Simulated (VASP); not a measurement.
Wanted: the native input for a VASP 6.6.1 run.

| Property | Result |
| --- | --- |
| Task | single point |
| Functional | PBE |
| Potentials or basis | VASP PAW PBE potentials, release 64 (Na_pv, Cd, C, Au, N) |
| Cutoff | 520 eV |
| k mesh | 4 × 4 × 4 |
| Occupations | gaussian, width 0.1 eV |
| Spin | collinear spin |
| Starting moments | [0.0, 0.0, 0.0, 0.0, 0.0, 0.0, 0.0, 0.0, 0.0, 1.0, 0.0, 0.0, 0.0, 0.0, 0.0, 0.0] μB |
| Dipole correction | no |
| Further INCAR settings | LREAL = Auto; ALGO = Normal; EDIFF = 1e-07; NBANDS = 64 |

The structure of Na2CdAuC6N6 lies in POSCAR:

```
Na2CdAuC6N6
1.0
    0.0000000000      5.1785000000      5.1785000000
    5.1785000000      0.0000000000      5.1785000000
    5.1785000000      5.1785000000      0.0000000000
Na Cd C Au N
2 1 6 1 6
Direct
    0.2500000000      0.2500000000      0.2500000000
    0.7500000000      0.7500000000      0.7500000000
    0.0000000000      0.0000000000      0.0000000000
    0.8067973400      0.1932026600      0.1932026600
    0.1932026600      0.8067973400      0.1932026600
    0.1932026600      0.1932026600      0.8067973400
    0.1932026600      0.8067973400      0.8067973400
    0.8067973400      0.1932026600      0.8067973400
    0.8067973400      0.8067973400      0.1932026600
    0.5000000000      0.5000000000      0.5000000000
    0.6938302600      0.3061697400      0.3061697400
    0.3061697400      0.6938302600      0.3061697400
    0.3061697400      0.3061697400      0.6938302600
    0.3061697400      0.6938302600      0.6938302600
    0.6938302600      0.3061697400      0.6938302600
    0.6938302600      0.6938302600      0.3061697400
```

The input as run:

INCAR

```
PREC     = Accurate       # precision mode
ENCUT    = 520            # plane-wave cutoff, eV
EDIFF    = 1E-7           # SCF threshold, eV
ISMEAR   = 0              # smearing method
SIGMA    = 0.1            # smearing width, eV
LREAL    = Auto         
LASPH    = True           # aspherical terms in the spheres
NELM     = 150            # most SCF steps
ALGO     = Normal         # electronic algorithm
ISIF     = 2              # what is computed and relaxed
LWAVE    = False          # write WAVECAR
LCHARG   = False          # write CHGCAR
ISPIN    = 2              # spin polarisation
MAGMOM   = 0 0 0 0 0 0 0 0 0 1 0 0 0 0 0 0 # initial moments
LORBIT   = 11             # projections on sites
LMAXMIX  = 4              # l up to which the mixer works
GGA      = PE             # functional
NBANDS   = 64             # bands
```

KPOINTS

```
regular mesh
0
Gamma
  4 4 4
```

Potentials or basis: VASP PAW PBE potentials, release 64 (Na_pv, Cd, C, Au, N).

Command:

```sh
$ cat potpaw_PBE.64/Na_pv/POTCAR potpaw_PBE.64/Cd/POTCAR potpaw_PBE.64/C/POTCAR potpaw_PBE.64/Au/POTCAR potpaw_PBE.64/N/POTCAR > POTCAR
$ mpirun -np 1 vasp_std > vasp.out
```

Results of the run:

* Pressure: 25.8 GPa
* Largest force: 4.425 eV/Å
* Net moment: 0.00 μB per cell
* Valence electrons inside the program's atomic spheres: Na 5.98; Cd 11.12; C 2.63; Au 10.10; N 3.92

Caveat: the cell stands under pressure; forces of over 1 eV/Å act on the atoms, so gaps and moduli don't describe the material at rest.

Run time: 7.6 min on 1 thread of Intel(R) Xeon(R) 6975P-C (Granite Rapids), with other jobs on the host, peak memory 0.62 GiB.
